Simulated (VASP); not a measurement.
# SnO (Cm) in VASP: single point with PBEsol+D3(BJ)

Aim: the single point of SnO with PBEsol+D3(BJ).

Program: VASP 6.6.1. These are calculated values, not measurements. Logs are shortened: lines on timing, memory, paths and dates and some standing lists are left out, and cuts for length are marked.

**1. The cell of the first run**

The structure is monoclinic, space group Cm (No. 8). The conventional cell has a = 5.332 Å, b = 5.332 Å, c = 4.563 Å, α = 90.00°, β = 90.00°, γ = 90.00°. Within 2.9 Å of Sn (site symmetry m) lie 4 O at 2.18 to 2.39 Å. Within 2.7 Å of Sn (site symmetry m) lie 4 O at 2.04 to 2.26 Å. O (site symmetry 1) has 4 Sn at 2.04 to 2.39 Å and 4 O at 2.67 Å within 2.7 Å.

**2. Single point, PBEsol+D3(BJ) (all Sn atoms moved +0.225 Å, as atom 1 along Cartesian [1 1 1])**

INCAR

```
SYSTEM = SnO
PREC = Accurate
ENCUT = 600
EDIFF = 1E-6
ISMEAR = 0
SIGMA = 0.15
LREAL = .FALSE.
LASPH = .TRUE.
NELM = 120
ALGO = Normal
ISIF = 2
LWAVE = .FALSE.
LCHARG = .FALSE.
GGA = PS
IVDW = 12
NBANDS = 28
GGA_COMPAT = .FALSE.
```

KPOINTS

```
regular mesh
0
G
  12 12 10
  0 0 0
```

POSCAR

```
SnO
1.0
    3.7703910616      0.0000000000      0.0000000000
    0.0000000000      3.7703910616      0.0000000000
    0.0000000000      0.0000000000      4.5633702865
Sn O
2 2
Direct
    0.0344536703      0.5344536703      0.2817252275
    0.5344536703      0.0344536703      0.7752080487
    0.0000000000      0.0000000000      0.0000000000
    0.5000000000      0.5000000000      0.0000000000
```

Potentials or basis: VASP PAW PBE potentials, release 64 (Sn_d, O).

Launch:

```console
$ cat potpaw_PBE.64/Sn_d/POTCAR potpaw_PBE.64/O/POTCAR > POTCAR
$ mpirun -np 1 vasp_std > vasp.out
```

OUTCAR:

```text
SYSTEM = SnO
   PREC = Accurate
   ENCUT = 600
   EDIFF = 1E-6
   ISMEAR = 0
   LREAL = .FALSE.
   LASPH = .TRUE.
   NELM = 120
   ISIF = 2
   GGA = PS
   IVDW = 12
 IVDW          = 12

 ion  position               nearest neighbor table
   1  0.034  0.534  0.282-   3 2.18   4 2.18   3 2.39   4 2.39   2 3.49   2 3.49   2 3.49   2 3.49
                             2 3.53   2 3.53   2 3.53   2 3.53
   2  0.534  0.034  0.775-   3 2.04   4 2.04   4 2.26   3 2.26   1 3.49   1 3.49   1 3.49   1 3.49
                             1 3.53   1 3.53   1 3.53   1 3.53
   3  0.000  0.000  0.000-   2 2.04   1 2.18   2 2.26   1 2.39
   4  0.500  0.500  0.000-   2 2.04   1 2.18   2 2.26   1 2.39

  LATTYP: Found a simple tetragonal cell.
 ALAT       =     3.7703910616
 C/A-ratio  =     1.2103175007

  Lattice vectors:

 A1 = (   3.7703910616,   0.0000000000,   0.0000000000)
 A2 = (   0.0000000000,   3.7703910616,   0.0000000000)
 A3 = (   0.0000000000,   0.0000000000,   4.5633702865)

Analysis of symmetry for initial positions (statically):
=====================================================================
 Subroutine PRICEL returns:
 Original cell was already a primitive cell.

 Routine SETGRP: Setting up the symmetry group for a
 simple tetragonal supercell.

 Subroutine GETGRP returns: Found  2 space group operations
 (whereof  1 operations were pure point group operations)
 out of a pool of 16 trial point group operations.

The static configuration has the point symmetry C_1 .
 The point group associated with its full space group is C_1h.

Analysis of symmetry for dynamics (positions and initial velocities):
=====================================================================
 Subroutine PRICEL returns:
 Original cell was already a primitive cell.

 Routine SETGRP: Setting up the symmetry group for a
 simple tetragonal supercell.

 Subroutine GETGRP returns: Found  2 space group operations
 (whereof  1 operations were pure point group operations)
 out of a pool of 16 trial point group operations.

The dynamic configuration has the point symmetry C_1 .
 The point group associated with its full space group is C_1h.

 Subroutine INISYM returns: Found  2 space group operations
 (whereof  1 operations are pure point group operations),
 and found     1 'primitive' translations

----------------------------------------------------------------------------------------

                                     Primitive cell

  volume of cell :      64.8722

  direct lattice vectors                    reciprocal lattice vectors
     3.770391062  0.000000000  0.000000000     0.265224478  0.000000000  0.000000000
     0.000000000  3.770391062  0.000000000     0.000000000  0.265224478  0.000000000
     0.000000000  0.000000000  4.563370286     0.000000000  0.000000000  0.219136282

  length of vectors
     3.770391062  3.770391062  4.563370286     0.265224478  0.265224478  0.219136282

  position of ions in fractional coordinates (direct lattice)
     0.034453670  0.534453670  0.281725227
     0.534453670  0.034453670  0.775208049
     0.000000000  0.000000000  0.000000000
     0.500000000  0.500000000  0.000000000

  ion indices of the primitive-cell ions
   primitive index   ion index
                 1           1
                 2           2
                 3           3
                 4           4

----------------------------------------------------------------------------------------

 KPOINTS: regular mesh

Automatic generation of k-mesh.
 Grid dimensions read from file:
 generate k-points for:   12   12   10

 Generating k-lattice:

  Cartesian coordinates                     Fractional coordinates (reciprocal lattice)
     0.022102040  0.000000000  0.000000000     0.083333333  0.000000000  0.000000000
     0.000000000  0.022102040  0.000000000     0.000000000  0.083333333  0.000000000
     0.000000000  0.000000000  0.021913628     0.000000000  0.000000000  0.100000000

  Length of vectors
     0.022102040  0.022102040  0.021913628

  Shift w.r.t. Gamma in fractional coordinates (k-lattice)
     0.000000000  0.000000000  0.000000000

 Subroutine IBZKPT returns following result:
 ===========================================

 Found    398 irreducible k-points:

 Following reciprocal coordinates:
            Coordinates               Weight
  0.000000  0.000000  0.000000      1.000000
  0.083333  0.000000  0.000000      4.000000
  0.166667  0.000000  0.000000      4.000000
  0.250000  0.000000  0.000000      4.000000
  0.333333  0.000000  0.000000      4.000000
  0.416667  0.000000  0.000000      4.000000
[... 16 lines left out ...]
  0.333333  0.166667  0.000000      4.000000
 -0.166667  0.333333  0.000000      4.000000
 [... further k-points ...]
   k-points           NKPTS =    398   k-points in BZ     NKDIM =    398   number of bands    NBANDS=     28
   number of dos      NEDOS =    301   number of ions     NIONS =      4
   total plane-waves  NPLWV =  32400
   dimension x,y,z NGX =    30 NGY =   30 NGZ =   36
   dimension x,y,z NGXF=    60 NGYF=   60 NGZF=   72
   ions per type =               2   2
   NGX,Y,Z   is equivalent  to a cutoff of  13.23, 13.23, 13.11 a.u.
   NGXF,Y,Z  is equivalent  to a cutoff of  26.46, 26.46, 26.23 a.u.
 SYSTEM =  SnO
   PREC   = accura    normal or accurate (medium, high low for compatibility)
   ISTART =      0    job   : 0-new  1-cont  2-samecut
   ICHARG =      2    charge: 1-file 2-atom 10-const
   ISPIN  =      1    spin polarized calculation?
   LNONCOLLINEAR =      F non collinear calculations
   LSORBIT =      F    spin-orbit coupling
   LASPH  =      T    aspherical Exc in radial PAW
   ENCUT  =  600.0 eV  44.10 Ry    6.64 a.u.   7.53  7.53  9.11*2*pi/ulx,y,z
   NELM   =    120;   NELMIN=  2; NELMDL= -5     # of ELM steps
   EDIFF  = 0.1E-05   stopping-criterion for ELM
   LREAL  =      F    real-space projection
   EDIFFG = 0.1E-04   stopping-criterion for IOM
   NSW    =      0    number of steps for IOM
   IBRION =     -1    ionic relax: 0-MD 1-quasi-New 2-CG
   NFREE  =      0    steps in history (QN), initial steepest desc. (CG)
   ISIF   =      2    stress and relaxation
   ISYM   =      2    0-nonsym 1-usesym 2-fastsym
   POTIM  = 0.5000    time-step for ionic-motion
   TEBEG  =    0.0;   TEEND  =   0.0 temperature during run
   PSTRESS=    0.0 pullay stress
   NELECT =      40.0000    total number of electrons
   NUPDOWN=      -1.0000    fix difference up-down
   EMIN   =  10.00;   EMAX   =-10.00  energy-range for DOS
   EFERMI =   0.00;   METHOD = LEGACY
   ISMEAR =     0;   SIGMA  =   0.15  broadening in eV -4-tet -1-fermi 0-gaus
   EFERMI_NEDOS =   21; number of points for ismear=-14 and -15
   IALGO  =     38    algorithm
   IMIX   =      4    mixing-type and parameters
     AMIX     =   0.40;   BMIX     =  1.00
     AMIX_MAG =   1.60;   BMIX_MAG =  1.00
  volume/ion in A,a.u.               =      16.22       109.44
  Fermi-wavevector in a.u.,A,eV,Ry     =   1.393398  2.633141 26.416518  1.941559
  Thomas-Fermi vector in A             =   2.517048
   LORBIT       =      0    0 simple, 1 ext, 2 COOP (PROOUT), +10 PAW based schemes
   GGA     = PS    functional components
   LHFCALC =     F    Hartree Fock is set to
   AEXX    =    0.0000 exact exchange contribution
   IVDW    =    12    specifies the selected vdW correction
   LEPSILON=     F    determine dielectric tensor
   LRPA    =     F    only Hartree local field effects (RPA)
 non-spin polarized calculation
 Gauss-broadening in eV      SIGMA  =   0.15
  energy-cutoff  :      600.00
  volume of cell :       64.87
 maximum number of plane-waves:      2198
   NGX = 15   NGY = 15   NGZ = 19

 number of electron      40.0000020 magnetization

 Free energy of the ion-electron system (eV)
  ---------------------------------------------------
  ext. energy  EPLUGINS =         0.00000000
  ---------------------------------------------------
  free energy    TOTEN  =       -23.92039281 eV

  energy without entropy =      -23.91580642  energy(sigma->0) =      -23.91809961

 E-fermi :   7.9415     XC(G=0): -10.9293

 val. band max:        7.9302566785   @ k =   0.0000   0.0000   0.0000
 cond. band min:       7.9522500304   @ k =   0.0833   0.0000   0.0000
 fundamental gap:      0.0219933519
 Fermi energy:         7.9414793745

 k-point     1 :       0.0000    0.0000    0.0000
  band No.  band energies     occupation
      1     -14.1939      2.00000
      2     -13.7043      2.00000
      3     -13.6999      2.00000
      4     -13.6681      2.00000
      5     -13.6379      2.00000
      6     -13.6293      2.00000
[... 20 lines left out ...]
     27      14.5340      0.00000
     28      14.7234      0.00000

 k-point     2 :       0.0833    0.0000    0.0000
  band No.  band energies     occupation
      1     -14.1893      2.00000
      2     -13.7118      2.00000
      3     -13.6977      2.00000
      4     -13.6715      2.00000
      5     -13.6426      2.00000
      6     -13.6259      2.00000
[... 20 lines left out ...]
     27      14.6292      0.00000
     28      15.4189      0.00000

 k-point     3 :       0.1667    0.0000    0.0000
  band No.  band energies     occupation
      1     -14.1762      2.00000
      2     -13.7524      2.00000
      3     -13.6925      2.00000
      4     -13.6766      2.00000
      5     -13.6493      2.00000
      6     -13.6190      2.00000
[... 20 lines left out ...]
     27      14.7756      0.00000
     28      16.7618      0.00000

 k-point     4 :       0.2500    0.0000    0.0000
  band No.  band energies     occupation
      1     -14.1561      2.00000
      2     -13.8261      2.00000
      3     -13.6864      2.00000
      4     -13.6750      2.00000
      5     -13.6496      2.00000
      6     -13.6107      2.00000
[... 578 lines left out ...]
     27      16.4244      0.00000
     28      16.7017      0.00000

 k-point    23 :       0.3333    0.1667    0.0000
  band No.  band energies     occupation
      1     -14.1415      2.00000
      2     -13.9393      2.00000
      3     -13.6892      2.00000
      4     -13.6649      2.00000
      5     -13.6277      2.00000
      6     -13.5961      2.00000
[... 20 lines left out ...]
     27      16.1288      0.00000
     28      16.8578      0.00000

 k-point    24 :      -0.1667    0.3333    0.0000
  band No.  band energies     occupation
      1     -14.1201      2.00000
      2     -13.9600      2.00000
      3     -13.6952      2.00000
      4     -13.6641      2.00000
      5     -13.6393      2.00000
      6     -13.5996      2.00000
[... 20 lines left out ...]
     27      16.2009      0.00000
     28      16.7308      0.00000

 [... further k-points ...]

------------------------ aborting loop because EDIFF is reached ----------------------------------------

 Edisp (eV)   -0.93350

 E8    (eV) :    -0.6177

  FORCE on cell =-STRESS in cart. coord.  units (eV):
  Direction    XX          YY          ZZ          XY          YZ          ZX
  --------------------------------------------------------------------------------------
  -------------------------------------------------------------------------------------
  Total       1.23492     1.23492     0.65719    -0.20639     0.48868     0.48868
  in kB      30.49930    30.49930    16.23094    -5.09743    12.06922    12.06920
  external pressure =       25.74 kB  Pullay stress =        0.00 kB

 VOLUME and BASIS-vectors are now :
 -----------------------------------------------------------------------------
  energy-cutoff  :      600.00
  volume of cell :       64.87
      direct lattice vectors                 reciprocal lattice vectors
     3.770391062  0.000000000  0.000000000     0.265224478  0.000000000  0.000000000
     0.000000000  3.770391062  0.000000000     0.000000000  0.265224478  0.000000000
     0.000000000  0.000000000  4.563370286     0.000000000  0.000000000  0.219136282

 POSITION                                       TOTAL-FORCE (eV/Angst)
 -----------------------------------------------------------------------------------
      0.12990      2.01510      1.28562        -0.284958     -0.284958     -0.467796
      2.01510      0.12990      3.53756        -0.934313     -0.934313     -1.494957
      0.00000      0.00000      0.00000         0.996860      0.222411      0.981376
      1.88520      1.88520      0.00000         0.222411      0.996860      0.981376
 -----------------------------------------------------------------------------------
    total drift:                               -0.000293     -0.000293     -0.000075

  FREE ENERGIE OF THE ION-ELECTRON SYSTEM (eV)
  ---------------------------------------------------
  free  energy   TOTEN  =       -24.8538905016 eV

  energy  without entropy=      -24.8493041150  energy(sigma->0) =      -24.85159731
```

Wall time 7.8 min (1 thread of Intel Xeon 6975P-C (Granite Rapids), shared host); peak memory 0.76 GiB.

What came out:

```yaml
Free_energy: -24.8539 eV
Pressure: 2.6 GPa
Largest_force: 1.995 eV/Å
Band_gap_on_the_k_mesh: zero (bands 20 and 21 overlap by 0.44 eV)
Dispersion_energy_per_atom: -0.233 eV
```

Forces in eV/Å, atoms in the order of the input:
```
Sn  -0.285 -0.285 -0.468
Sn  -0.934 -0.934 -1.495
O    0.997  0.222  0.981
O    0.222  0.997  0.981
```

Caveat: the cell differs from its parent crystal (all Sn atoms moved +0.225 Å, as atom 1 along Cartesian [1 1 1]); semilocal functionals underestimate gaps, so a narrow gap can read as zero; the PAW data sets were made with another functional, which shifts forces and pressure a little; spin-orbit coupling is left out, which moves the levels of the heavy elements.
